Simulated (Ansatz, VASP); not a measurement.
**Mg: VASP beside Ansatz**

Contents of INCAR:

```
ALGO = Normal
EDIFF = 1E-6
ENCUT = 520
GGA = PE
ISIF = 2
ISMEAR = 0
LASPH = T
LCHARG = F
LREAL = F
LWAVE = F
NBANDS = 12
NELM = 60
PREC = Accurate
SIGMA = 0.023
```

Contents of KPOINTS:

```
k-points
0
Gamma
  10 10 3
```

File POSCAR:

```
Mg
1.0
    3.1768261656      0.0000000000      0.0000000000
   -1.5884130828      2.7512121628      0.0000000000
    0.0000000000      0.0000000000     10.3188620100
Mg
4
Direct
    0.6666666667      0.3333333333      0.7500000000
    0.0000000000      0.0000000000      0.5000000000
    0.3333333333      0.6666666667      0.2500000000
    0.0000000000      0.0000000000      0.0000000000
```

The input input.yaml:

```yaml
crystal:
  lattice:
    - [3.1768261656, 0.0, 0.0]
    - [-1.5884130828, 2.7512121628, 0.0]
    - [0.0, 0.0, 10.31886201]
  atoms:
    - { symbol: Mg, position: [0.6666666667, 0.3333333333, 0.75] }
    - { symbol: Mg, position: [0.0, 0.0, 0.5] }
    - { symbol: Mg, position: [0.3333333333, 0.6666666667, 0.25] }
    - { symbol: Mg, position: [0.0, 0.0, 0.0] }
hamiltonian:
  xc: pbe
  pseudopotentials: { kind: paw }
kpoints:
  mp_grid: { grid: [10, 10, 3] }
scf:
  occupations: { method: gaussian, width: 0.023 }
output:
  forces: true
  stress: true
  eigenvalues: true
  write_density: true
  write_potential: true
  elf: true
  volumetric_format: npy
```

Alike in both runs: task single point; functional PBE; k mesh 10 × 10 × 3; occupations gaussian, width 0.023 eV; no spin polarisation.

```csv
,VASP,Ansatz
version,VASP 6.6.1,Ansatz 0.2.0
potentials or method,"VASP PAW PBE potentials, release 64 (Mg)",Ansatz PAW
plane-wave cutoff (eV),520,420
valence electrons in the cell,8,40
```

```csv
,VASP,Ansatz,Ansatz less VASP
gap on the k mesh at the Fermi level (eV),none,none,-
pressure (GPa),0.8,1.0,+0.12
"traceless stress, the component that is largest in VASP (GPa)",0.91,0.91,0.000
```

A gap of «none» marks a metal or a gap that the smearing closes. VASP's potentials hold 8 valence electrons a cell and Ansatz's 40, so a difference there can come from the potentials and not from the codes.
